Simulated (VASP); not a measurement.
Wanted: the native input for a VASP 6.6.1 run.

```yaml
Task: single point
Functional: PBEsol
Potentials_or_basis: VASP PAW PBE potentials, release 64 (Zn, S)
Cutoff: 520 eV
k_mesh: 14 × 14 × 14
Occupations: fermi-dirac, width 0.1 eV
Spin: no spin polarisation
Dipole_correction: no
Further_INCAR_settings: ALGO = Normal; EDIFF = 1e-06; NBANDS = 16
```

The structure of ZnS (zincblende type) lies in POSCAR:

```
ZnS
1.0
    0.0000000000      2.1943029636      2.1943029636
    2.1943029636      0.0000000000      2.1943029636
    2.1943029636      2.1943029636      0.0000000000
Zn S
1 1
Direct
    0.0000000000      0.0000000000      0.0000000000
    0.2500000000      0.2500000000      0.2500000000
```

This cell differs from its parent crystal: volume scaled by 0.55.

One way to write it, as run:

INCAR

```
SYSTEM = ZnS
PREC = Accurate
ENCUT = 520
EDIFF = 1E-6
ISMEAR = -1
SIGMA = 0.1
LREAL = .FALSE.
LASPH = .TRUE.
NELM = 80
ALGO = Normal
ISIF = 2
LWAVE = .FALSE.
LCHARG = .TRUE.
GGA = PS
LELF = .TRUE.
LVHAR = .TRUE.
NBANDS = 16
```

KPOINTS

```
Automatic mesh
0
G
  14 14 14
  0 0 0
```

Potentials or basis: VASP PAW PBE potentials, release 64 (Zn, S).

Launch:

```bash
$ cat potpaw_PBE.64/Zn/POTCAR potpaw_PBE.64/S/POTCAR > POTCAR
$ mpirun -np 1 vasp_std > vasp.out
```

Results of the run:

```json
{
  "Pressure": "178.6 GPa",
  "Band gap on the k mesh": "1.23 eV, indirect (least direct gap 4.84 eV)"
}
```

Caveat: the PAW data sets were made with another functional, which shifts forces and pressure a little.

It took 23 s on 1 thread of Intel(R) Xeon(R) Platinum 8259CL CPU @ 2.50GHz (Skylake/Cascade Lake), on a shared host, peak memory 0.16 GiB.
